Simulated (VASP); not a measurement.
# ZnC4 (I4/mmm) in VASP: single point with PBE

Aim: the single point of ZnC4 with PBE.

Everything below comes from runs of VASP 6.6.1. Logs are shortened: lines on timing, memory, paths and dates and some standing lists are left out, and cuts for length are marked.

## (1) The cell of the first run

The structure is tetragonal, space group I4/mmm (No. 139). Conventional cell: a = 5.472 Å, b = 5.472 Å, c = 4.456 Å, α = 90.00°, β = 90.00°, γ = 90.00°. Zn (site symmetry 4/mmm) has 4 C at 2.09 Å within 2.8 Å. C (site symmetry m2m) has 1 C at 1.29 Å within 1.7 Å.

## (2) Single point, PBE

The input, INCAR:

```
PREC = Accurate
ENCUT = 520
EDIFF = 1E-6
ISMEAR = 0
SIGMA = 0.1
LREAL = False
LASPH = True
NELM = 80
ALGO = Normal
ISIF = 2
LWAVE = False
LCHARG = True
GGA = PE
LELF = True
LVHAR = True
NBANDS = 22
```

The input, KPOINTS:

```
regular mesh
0
Gamma
  6 6 6
```

The input, POSCAR:

```
ZnC4
1.0
   -2.7358197626      2.7358197626      2.2278738108
    2.7358197626     -2.7358197626      2.2278738108
    2.7358197626      2.7358197626     -2.2278738108
Zn C
1 4
Direct
    0.0000000000      0.0000000000      0.0000000000
   -0.0000013214      0.3822182086      0.3822168872
    1.0000013214      0.6177817914      0.6177831128
    0.3822182086      1.0000013214      0.3822195301
    0.6177817914     -0.0000013214      0.6177804699
```

Potentials or basis: VASP PAW PBE potentials, release 64 (Zn, C).

The run is started by

```console
$ cat potpaw_PBE.64/Zn/POTCAR potpaw_PBE.64/C/POTCAR > POTCAR
$ mpirun -np 1 vasp_std > vasp.out
```

OUTCAR:

```text
PREC = Accurate
   ENCUT = 520
   EDIFF = 1E-6
   ISMEAR = 0
   LREAL = False
   LASPH = True
   NELM = 80
   ISIF = 2
   GGA = PE

 ion  position               nearest neighbor table
   1  0.000  0.000  0.000-   2 2.09   3 2.09   4 2.09   5 2.09
   2  1.000  0.382  0.382-   3 1.29   1 2.09
   3  0.000  0.618  0.618-   2 1.29   1 2.09
   4  0.382  0.000  0.382-   5 1.29   1 2.09
   5  0.618  1.000  0.618-   4 1.29   1 2.09

  LATTYP: Found a body centered tetragonal cell.
 ALAT       =     5.4716395252
 C/A-ratio  =     0.8143350089

  Lattice vectors:

 A1 = (  -2.7358197626,   2.7358197626,   2.2278738108)
 A2 = (   2.7358197626,  -2.7358197626,   2.2278738108)
 A3 = (   2.7358197626,   2.7358197626,  -2.2278738108)

Analysis of symmetry for initial positions (statically):
=====================================================================
 Subroutine PRICEL returns:
 Original cell was already a primitive cell.

 Routine SETGRP: Setting up the symmetry group for a
 body centered tetragonal supercell.

 Subroutine GETGRP returns: Found 16 space group operations
 (whereof 16 operations were pure point group operations)
 out of a pool of 16 trial point group operations.

The static configuration has the point symmetry D_4h.

Analysis of symmetry for dynamics (positions and initial velocities):
=====================================================================
 Subroutine PRICEL returns:
 Original cell was already a primitive cell.

 Routine SETGRP: Setting up the symmetry group for a
 body centered tetragonal supercell.

 Subroutine GETGRP returns: Found 16 space group operations
 (whereof 16 operations were pure point group operations)
 out of a pool of 16 trial point group operations.

The dynamic configuration has the point symmetry D_4h.

 Subroutine INISYM returns: Found 16 space group operations
 (whereof 16 operations are pure point group operations),
 and found     1 'primitive' translations

----------------------------------------------------------------------------------------

                                     Primitive cell

  volume of cell :      66.7000

  direct lattice vectors                    reciprocal lattice vectors
    -2.735819763  2.735819763  2.227873811     0.000000000  0.182760578  0.224429228
     2.735819763 -2.735819763  2.227873811     0.182760578  0.000000000  0.224429228
     2.735819763  2.735819763 -2.227873811     0.182760578  0.182760578  0.000000000

  length of vectors
     4.464621066  4.464621066  4.464621066     0.289430315  0.289430315  0.258462487

  position of ions in fractional coordinates (direct lattice)
     0.000000000  0.000000000  0.000000000
     0.999998679  0.382218209  0.382216887
     0.000001321  0.617781791  0.617783113
     0.382218209  0.000001321  0.382219530
     0.617781791  0.999998679  0.617780470

  ion indices of the primitive-cell ions
   primitive index   ion index
                 1           1
                 2           2
                 3           3
                 4           4
                 5           5

----------------------------------------------------------------------------------------

 KPOINTS: regular mesh

Automatic generation of k-mesh.
 Grid dimensions read from file:
 generate k-points for:    6    6    6

 Generating k-lattice:

  Cartesian coordinates                     Fractional coordinates (reciprocal lattice)
     0.000000000  0.030460096  0.037404871     0.166666667 -0.000000000  0.000000000
     0.030460096  0.000000000  0.037404871    -0.000000000  0.166666667  0.000000000
     0.030460096  0.030460096  0.000000000     0.000000000  0.000000000  0.166666667

  Length of vectors
     0.048238386  0.048238386  0.043077081

  Shift w.r.t. Gamma in fractional coordinates (k-lattice)
     0.000000000  0.000000000  0.000000000

 Subroutine IBZKPT returns following result:
 ===========================================

 Found     30 irreducible k-points:

 Following reciprocal coordinates:
            Coordinates               Weight
  0.000000  0.000000  0.000000      1.000000
  0.166667  0.000000  0.000000      8.000000
  0.333333  0.000000  0.000000      8.000000
  0.500000  0.000000  0.000000      4.000000
  0.166667  0.166667  0.000000      8.000000
  0.333333  0.166667  0.000000     16.000000
[... 16 lines left out ...]
 -0.333333 -0.333333  0.166667      8.000000
 -0.166667 -0.333333  0.166667      8.000000
 [... further k-points ...]
   k-points           NKPTS =     30   k-points in BZ     NKDIM =     30   number of bands    NBANDS=     22
   number of dos      NEDOS =    301   number of ions     NIONS =      5
   total plane-waves  NPLWV =  46656
   dimension x,y,z NGX =    36 NGY =   36 NGZ =   36
   dimension x,y,z NGXF=    72 NGYF=   72 NGZF=   72
   ions per type =               1   4
   NGX,Y,Z   is equivalent  to a cutoff of  13.41, 13.41, 13.41 a.u.
   NGXF,Y,Z  is equivalent  to a cutoff of  26.81, 26.81, 26.81 a.u.
 SYSTEM =  unknown system
   PREC   = accura    normal or accurate (medium, high low for compatibility)
   ISTART =      0    job   : 0-new  1-cont  2-samecut
   ICHARG =      2    charge: 1-file 2-atom 10-const
   ISPIN  =      1    spin polarized calculation?
   LNONCOLLINEAR =      F non collinear calculations
   LSORBIT =      F    spin-orbit coupling
   LASPH  =      T    aspherical Exc in radial PAW
   ENCUT  =  520.0 eV  38.22 Ry    6.18 a.u.   8.30  8.30  8.30*2*pi/ulx,y,z
   NELM   =     80;   NELMIN=  2; NELMDL= -5     # of ELM steps
   EDIFF  = 0.1E-05   stopping-criterion for ELM
   LREAL  =      F    real-space projection
   EDIFFG = 0.1E-04   stopping-criterion for IOM
   NSW    =      0    number of steps for IOM
   IBRION =     -1    ionic relax: 0-MD 1-quasi-New 2-CG
   NFREE  =      0    steps in history (QN), initial steepest desc. (CG)
   ISIF   =      2    stress and relaxation
   ISYM   =      2    0-nonsym 1-usesym 2-fastsym
   POTIM  = 0.5000    time-step for ionic-motion
   TEBEG  =    0.0;   TEEND  =   0.0 temperature during run
   PSTRESS=    0.0 pullay stress
   NELECT =      28.0000    total number of electrons
   NUPDOWN=      -1.0000    fix difference up-down
   EMIN   =  10.00;   EMAX   =-10.00  energy-range for DOS
   EFERMI =   0.00;   METHOD = LEGACY
   ISMEAR =     0;   SIGMA  =   0.10  broadening in eV -4-tet -1-fermi 0-gaus
   EFERMI_NEDOS =   21; number of points for ismear=-14 and -15
   IALGO  =     38    algorithm
   IMIX   =      4    mixing-type and parameters
     AMIX     =   0.40;   BMIX     =  1.00
     AMIX_MAG =   1.60;   BMIX_MAG =  1.00
  volume/ion in A,a.u.               =      13.34        90.02
  Fermi-wavevector in a.u.,A,eV,Ry     =   1.225798  2.316423 20.443860  1.502581
  Thomas-Fermi vector in A             =   2.360823
   LORBIT       =      0    0 simple, 1 ext, 2 COOP (PROOUT), +10 PAW based schemes
   GGA     = PE    functional components
   LHFCALC =     F    Hartree Fock is set to
   AEXX    =    0.0000 exact exchange contribution
   IVDW    =     0    specifies the selected vdW correction
   LEPSILON=     F    determine dielectric tensor
   LRPA    =     F    only Hartree local field effects (RPA)
 non-spin polarized calculation
 Gauss-broadening in eV      SIGMA  =   0.10
  energy-cutoff  :      520.00
  volume of cell :       66.70
 maximum number of plane-waves:      1810
 NGX is ok and might be reduce to    36
   NGX = 17   NGY = 17   NGZ = 17

 number of electron      27.9999986 magnetization

 Free energy of the ion-electron system (eV)
  ---------------------------------------------------
  ext. energy  EPLUGINS =         0.00000000
  ---------------------------------------------------
  free energy    TOTEN  =       -28.62896076 eV

  energy without entropy =      -28.62679813  energy(sigma->0) =      -28.62787945

 E-fermi :   1.1882     XC(G=0):  -9.4680

 val. band max:        1.0521608374   @ k =  -0.3333   0.1667   0.0000
 cond. band min:       1.2196614370   @ k =   0.5000   0.5000   0.5000
 fundamental gap:      0.1675005996
 Fermi energy:         1.1881716444

 k-point     1 :       0.0000    0.0000    0.0000
  band No.  band energies     occupation
      1     -14.3202      2.00000
      2     -10.7580      2.00000
      3      -5.7136      2.00000
      4      -5.6089      2.00000
      5      -5.1364      2.00000
      6      -5.1364      2.00000
[... 14 lines left out ...]
     21       8.7807      0.00000
     22      10.3867      0.00000

 k-point     2 :       0.1667    0.0000    0.0000
  band No.  band energies     occupation
      1     -14.1463      2.00000
      2     -11.1354      2.00000
      3      -5.9598      2.00000
      4      -5.6335      2.00000
      5      -5.1645      2.00000
      6      -5.1435      2.00000
[... 14 lines left out ...]
     21       8.4107      0.00000
     22      11.6213      0.00000

 k-point     3 :       0.3333    0.0000    0.0000
  band No.  band energies     occupation
      1     -13.6462      2.00000
      2     -11.9757      2.00000
      3      -6.3376      2.00000
      4      -5.6252      2.00000
      5      -5.1741      2.00000
      6      -5.1544      2.00000
[... 14 lines left out ...]
     21       7.7375      0.00000
     22      12.2020      0.00000
[... 476 lines left out ...]
 k-point    23 :      -0.3333   -0.3333    0.1667
  band No.  band energies     occupation
      1     -13.4146      2.00000
      2     -12.1733      2.00000
      3      -6.1417      2.00000
      4      -5.8512      2.00000
      5      -5.1842      2.00000
      6      -5.1445      2.00000
[... 14 lines left out ...]
     21       8.4066      0.00000
     22      12.8277      0.00000

 k-point    24 :      -0.1667   -0.3333    0.1667
  band No.  band energies     occupation
      1     -13.0468      2.00000
      2     -12.7457      2.00000
      3      -5.9382      2.00000
      4      -5.6192      2.00000
      5      -5.1870      2.00000
      6      -5.1589      2.00000
[... 14 lines left out ...]
     21       8.4282      0.00000
     22      12.9541      0.00000

 [... further k-points ...]

------------------------ aborting loop because EDIFF is reached ----------------------------------------

  FORCE on cell =-STRESS in cart. coord.  units (eV):
  Direction    XX          YY          ZZ          XY          YZ          ZX
  --------------------------------------------------------------------------------------
  -------------------------------------------------------------------------------------
  Total        0.1648575      0.1648575     -0.0229301      0.0000000      0.0000000      0.0000000
  in kB        3.9599876      3.9599876     -0.5507959      0.0000000      0.0000000      0.0000000
  external PRESSURE =       2.4563931 kB  Pullay stress =       0.0000000 kB

 VOLUME and BASIS-vectors are now :
 -----------------------------------------------------------------------------
  energy-cutoff  :      520.00
  volume of cell :       66.70
      direct lattice vectors                 reciprocal lattice vectors
    -2.735819763  2.735819763  2.227873811     0.000000000  0.182760578  0.224429228
     2.735819763 -2.735819763  2.227873811     0.182760578  0.000000000  0.224429228
     2.735819763  2.735819763 -2.227873811     0.182760578  0.182760578  0.000000000

 POSITION                                       TOTAL-FORCE (eV/Angst)
 -----------------------------------------------------------------------------------
      0.00000      0.00000      0.00000        -0.000000     -0.000000      0.000000
     -0.64446      2.73581      2.22787        -0.058571     -0.000000     -0.000000
      3.38028      0.00001      0.00000         0.058571     -0.000000      0.000000
      0.00001      2.09136     -0.00000        -0.000000     -0.058571     -0.000000
      2.73581      0.64446      2.22787        -0.000000      0.058571      0.000000
 -----------------------------------------------------------------------------------
    total drift:                               -0.000000     -0.000000      0.000000

  FREE ENERGIE OF THE ION-ELECTRON SYSTEM (eV)
  ---------------------------------------------------
  free  energy   TOTEN  =       -28.6289607604 eV

  energy  without entropy=      -28.6267981332  energy(sigma->0) =      -28.62787945
```

Wall time 38 s (1 thread of Intel Xeon Platinum 8375C at 2.90GHz (Ice Lake), shared host); peak memory 0.21 GiB.

Results:

| Item | Value |
| --- | --- |
| Free energy | -28.6290 eV |
| Pressure | 0.2 GPa |
| Largest force | 0.059 eV/Å |
| Band gap on the k mesh | zero (band 14 reaches 1.93 eV, above the bottom of band 15 at 0.26 eV) |

Forces in eV/Å, atoms in the order of the input:
```
Zn   0.000  0.000  0.000
C   -0.059  0.000  0.000
C    0.059  0.000  0.000
C    0.000 -0.059  0.000
C    0.000  0.059  0.000
```

Levels at points of the mesh, in eV from the Fermi level:
| k point | band 12 | band 13 | band 14 | band 15 | band 16 | band 17 |
| --- | --- | --- | --- | --- | --- | --- |
| (0.00, 0.00, 0.00) | -1.93 | -1.93 | 0.74 | 1.79 | 2.51 | 3.41 |
| (0.50, 0.00, 0.00) | -2.18 | -1.80 | -1.23 | -0.48 | 3.78 | 4.62 |
| (0.50, 0.50, 0.00) | -2.65 | -2.15 | -0.35 | 1.88 | 3.09 | 3.77 |
| (0.50, 0.50, 0.50) | -0.92 | -0.92 | 0.03 | 3.16 | 4.49 | 4.49 |
